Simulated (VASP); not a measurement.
# Y (P6_3/mmc) in VASP: further runs, part 2 of 3

VASP 6.6.1.

## 3. Single point, BLYP

This run uses another cell than the first one, of 33.80 Å³/atom.

INCAR

```
  PREC = Accurate
  ENCUT = 520
  EDIFF = 1E-6
  ISMEAR = -1
  SIGMA = 0.1
  LREAL = F
  LASPH = T
  NELM = 60
  ALGO = Normal
  ISIF = 2
  LWAVE = F
  LCHARG = F
  GGA = B5
  ALDAX = 1.0
  AGGAX = 1.0
  AGGAC = 1.0
  ALDAC = 0.0
  NBANDS = 18
```

KPOINTS

```
regular mesh
0
Gamma
  16 16 9
```

POSCAR

```
Y
1.0
    3.6853107886      0.0000000000      0.0000000000
   -1.8426553943      3.1915727637      0.0000000000
    0.0000000000      0.0000000000      5.7481835552
Y
2
Direct
    0.3333333333      0.6666666667      0.2500000000
    0.6666666667      0.3333333333      0.7500000000
```

Potentials or basis: VASP PAW PBE potentials, release 64 (Y_sv).

The run is started by

```console
> cat potpaw_PBE.64/Y_sv/POTCAR > POTCAR
> mpirun -np 1 vasp_std > vasp.out
```

OUTCAR:

```text
PREC = Accurate
   ENCUT = 520
   EDIFF = 1E-6
   ISMEAR = -1
   LREAL = F
   LASPH = T
   NELM = 60
   ISIF = 2
   GGA = B5

 ion  position               nearest neighbor table
   1  0.333  0.667  0.250-   2 3.58   2 3.58   2 3.58   2 3.58   2 3.58   2 3.58
   2  0.667  0.333  0.750-   1 3.58   1 3.58   1 3.58   1 3.58   1 3.58   1 3.58

  LATTYP: Found a hexagonal cell.
 ALAT       =     3.6853107886
 C/A-ratio  =     1.5597554412

  Lattice vectors:

 A1 = (   3.6853107886,   0.0000000000,   0.0000000000)
 A2 = (  -1.8426553943,   3.1915727637,   0.0000000000)
 A3 = (   0.0000000000,   0.0000000000,   5.7481835552)

Analysis of symmetry for initial positions (statically):
=====================================================================
 Subroutine PRICEL returns:
 Original cell was already a primitive cell.

 Routine SETGRP: Setting up the symmetry group for a
 hexagonal supercell.

 Subroutine GETGRP returns: Found 24 space group operations
 (whereof 12 operations were pure point group operations)
 out of a pool of 24 trial point group operations.

The static configuration has the point symmetry D_3d.
 The point group associated with its full space group is D_6h.

Analysis of symmetry for dynamics (positions and initial velocities):
=====================================================================
 Subroutine PRICEL returns:
 Original cell was already a primitive cell.

 Routine SETGRP: Setting up the symmetry group for a
 hexagonal supercell.

 Subroutine GETGRP returns: Found 24 space group operations
 (whereof 12 operations were pure point group operations)
 out of a pool of 24 trial point group operations.

The dynamic configuration has the point symmetry D_3d.
 The point group associated with its full space group is D_6h.

 Subroutine INISYM returns: Found 24 space group operations
 (whereof 12 operations are pure point group operations),
 and found     1 'primitive' translations

----------------------------------------------------------------------------------------

                                     Primitive cell

  volume of cell :      67.6098

  direct lattice vectors                    reciprocal lattice vectors
     3.685310789  0.000000000  0.000000000     0.271347535  0.156662573  0.000000000
    -1.842655394  3.191572764  0.000000000     0.000000000  0.313325145  0.000000000
     0.000000000  0.000000000  5.748183555     0.000000000  0.000000000  0.173968001

  length of vectors
     3.685310789  3.685310789  5.748183555     0.313325145  0.313325145  0.173968001

  position of ions in fractional coordinates (direct lattice)
     0.333333333  0.666666667  0.250000000
     0.666666667  0.333333333  0.750000000

  ion indices of the primitive-cell ions
   primitive index   ion index
                 1           1
                 2           2

----------------------------------------------------------------------------------------

 KPOINTS: regular mesh

Automatic generation of k-mesh.
 Grid dimensions read from file:
 generate k-points for:   16   16    9

 Generating k-lattice:

  Cartesian coordinates                     Fractional coordinates (reciprocal lattice)
     0.016959221  0.009791411  0.000000000     0.062500000  0.000000000  0.000000000
     0.000000000  0.019582822  0.000000000     0.000000000  0.062500000  0.000000000
     0.000000000  0.000000000  0.019329778     0.000000000  0.000000000  0.111111111

  Length of vectors
     0.019582822  0.019582822  0.019329778

  Shift w.r.t. Gamma in fractional coordinates (k-lattice)
     0.000000000  0.000000000  0.000000000

 Subroutine IBZKPT returns following result:
 ===========================================

 Found    150 irreducible k-points:

 Following reciprocal coordinates:
            Coordinates               Weight
  0.000000  0.000000  0.000000      1.000000
  0.062500 -0.000000  0.000000      6.000000
  0.125000 -0.000000  0.000000      6.000000
  0.187500 -0.000000  0.000000      6.000000
  0.250000 -0.000000  0.000000      6.000000
  0.312500 -0.000000  0.000000      6.000000
[... 16 lines left out ...]
  0.187500  0.187500  0.000000      6.000000
  0.250000  0.187500  0.000000     12.000000
 [... further k-points ...]
   k-points           NKPTS =    150   k-points in BZ     NKDIM =    150   number of bands    NBANDS=     18
   number of dos      NEDOS =    301   number of ions     NIONS =      2
   total plane-waves  NPLWV =  37632
   dimension x,y,z NGX =    28 NGY =   28 NGZ =   48
   dimension x,y,z NGXF=    56 NGYF=   56 NGZF=   96
   ions per type =               2
   NGX,Y,Z   is equivalent  to a cutoff of  12.63, 12.63, 13.88 a.u.
   NGXF,Y,Z  is equivalent  to a cutoff of  25.26, 25.26, 27.76 a.u.
 SYSTEM =  unknown system
   PREC   = accura    normal or accurate (medium, high low for compatibility)
   ISTART =      0    job   : 0-new  1-cont  2-samecut
   ICHARG =      2    charge: 1-file 2-atom 10-const
   ISPIN  =      1    spin polarized calculation?
   LNONCOLLINEAR =      F non collinear calculations
   LSORBIT =      F    spin-orbit coupling
   LASPH  =      T    aspherical Exc in radial PAW
   ENCUT  =  520.0 eV  38.22 Ry    6.18 a.u.   6.85  6.85 10.69*2*pi/ulx,y,z
   NELM   =     60;   NELMIN=  2; NELMDL= -5     # of ELM steps
   EDIFF  = 0.1E-05   stopping-criterion for ELM
   LREAL  =      F    real-space projection
   EDIFFG = 0.1E-04   stopping-criterion for IOM
   NSW    =      0    number of steps for IOM
   IBRION =     -1    ionic relax: 0-MD 1-quasi-New 2-CG
   NFREE  =      0    steps in history (QN), initial steepest desc. (CG)
   ISIF   =      2    stress and relaxation
   ISYM   =      2    0-nonsym 1-usesym 2-fastsym
   POTIM  = 0.5000    time-step for ionic-motion
   TEBEG  =    0.0;   TEEND  =   0.0 temperature during run
   PSTRESS=    0.0 pullay stress
   NELECT =      22.0000    total number of electrons
   NUPDOWN=      -1.0000    fix difference up-down
   EMIN   =  10.00;   EMAX   =-10.00  energy-range for DOS
   EFERMI =   0.00;   METHOD = LEGACY
   ISMEAR =    -1;   SIGMA  =   0.10  broadening in eV -4-tet -1-fermi 0-gaus
   EFERMI_NEDOS =   21; number of points for ismear=-14 and -15
   IALGO  =     38    algorithm
   IMIX   =      4    mixing-type and parameters
     AMIX     =   0.40;   BMIX     =  1.00
     AMIX_MAG =   1.60;   BMIX_MAG =  1.00
  volume/ion in A,a.u.               =      33.80       228.13
  Fermi-wavevector in a.u.,A,eV,Ry     =   1.126019  2.127868 17.251096  1.267920
  Thomas-Fermi vector in A             =   2.262699
   LORBIT       =      0    0 simple, 1 ext, 2 COOP (PROOUT), +10 PAW based schemes
   GGA     = B5    functional components
   LHFCALC =     F    Hartree Fock is set to
   AEXX    =    0.0000 exact exchange contribution
   IVDW    =     0    specifies the selected vdW correction
   LEPSILON=     F    determine dielectric tensor
   LRPA    =     F    only Hartree local field effects (RPA)
 non-spin polarized calculation
  energy-cutoff  :      520.00
  volume of cell :       67.61
 maximum number of plane-waves:      1838
 NGX is ok and might be reduce to    28
   NGX = 13   NGY = 13   NGZ = 21

 number of electron      22.0000000 magnetization

 Free energy of the ion-electron system (eV)
  ---------------------------------------------------
  ext. energy  EPLUGINS =         0.00000000
  ---------------------------------------------------
  free energy    TOTEN  =       -10.97385416 eV

  energy without entropy =      -10.84787164  energy(sigma->0) =      -10.91086290

 E-fermi :   3.3380     XC(G=0):  -8.8035

 val. band max:        3.3339957235   @ k =   0.1875   0.0625   0.3333
 cond. band min:       3.3408186413   @ k =   0.4375   0.0625   0.4444
 fundamental gap:      0.0068229178
 Fermi energy:         3.3379732396

 k-point     1 :       0.0000    0.0000    0.0000
  band No.  band energies     occupation
      1     -39.4036      2.00000
      2     -39.3367      2.00000
      3     -19.7336      2.00000
      4     -19.3037      2.00000
      5     -19.3037      2.00000
      6     -19.2196      2.00000
[... 10 lines left out ...]
     17       5.9075      0.00000
     18       5.9075      0.00000
[... 463 lines left out ...]
 k-point    24 :       0.2500    0.1875    0.0000
  band No.  band energies     occupation
      1     -39.3588      2.00000
      2     -39.3280      2.00000
      3     -19.5476      2.00000
      4     -19.5460      2.00000
      5     -19.5111      2.00000
      6     -19.3986      2.00000
[... 10 lines left out ...]
     17       7.3917      0.00000
     18       8.0546      0.00000

 [... further k-points ...]

------------------------ aborting loop because EDIFF is reached ----------------------------------------

  FORCE on cell =-STRESS in cart. coord.  units (eV):
  Direction    XX          YY          ZZ          XY          YZ          ZX
  --------------------------------------------------------------------------------------
  -------------------------------------------------------------------------------------
  Total       -0.0222375     -0.0222375     -0.0273826      0.0000000      0.0000000      0.0000000
  in kB       -0.5269725     -0.5269725     -0.6488978      0.0000000      0.0000000      0.0000000
  external PRESSURE =      -0.5676143 kB  Pullay stress =       0.0000000 kB

 VOLUME and BASIS-vectors are now :
 -----------------------------------------------------------------------------
  energy-cutoff  :      520.00
  volume of cell :       67.61
      direct lattice vectors                 reciprocal lattice vectors
     3.685310789  0.000000000  0.000000000     0.271347535  0.156662573  0.000000000
    -1.842655394  3.191572764  0.000000000     0.000000000  0.313325145  0.000000000
     0.000000000  0.000000000  5.748183555     0.000000000  0.000000000  0.173968001

 POSITION                                       TOTAL-FORCE (eV/Angst)
 -----------------------------------------------------------------------------------
     -0.00000      2.12772      1.43705        -0.000000      0.000000      0.000000
      1.84266      1.06386      4.31114         0.000000      0.000000      0.000000
 -----------------------------------------------------------------------------------
    total drift:                               -0.000000      0.000000     -0.000000

  FREE ENERGIE OF THE ION-ELECTRON SYSTEM (eV)
  ---------------------------------------------------
  free  energy   TOTEN  =       -10.9738541638 eV

  energy  without entropy=      -10.8478716396  energy(sigma->0) =      -10.91086290
```

stdout:

```text
POSCAR found type information on POSCAR Y
 POSCAR found :  1 types and       2 ions
 scaLAPACK will be used
 -----------------------------------------------------------------------------
|                                                                             |
|                                                                             |
|     You enforced a specific xc type in the INCAR file but a different       |
|     I HOPE YOU KNOW WHAT YOU ARE DOING!                                     |
|                                                                             |
 -----------------------------------------------------------------------------

 LDA part: xc-table for (Slater(with rela. corr.)+VWN5), standard interpolation
 POSCAR, INCAR and KPOINTS ok, starting setup
 FFT: planning ... GRIDC
 FFT: planning ... GRID_SOFT
 FFT: planning ... GRID
 WAVECAR not read
 entering main loop
```

Wall time 1.7 min (1 thread of AMD EPYC 9R45 (Zen 5), shared host); peak memory 0.29 GiB.

Results:

- Free energy: -10.9739 eV
- Pressure: -0.1 GPa
- Band gap on the k mesh: zero (bands 11 and 12 overlap by 1.42 eV)

Caveat: the PAW data sets were made with another functional, which shifts forces and pressure a little.

(Continued in part 3 of 3.)
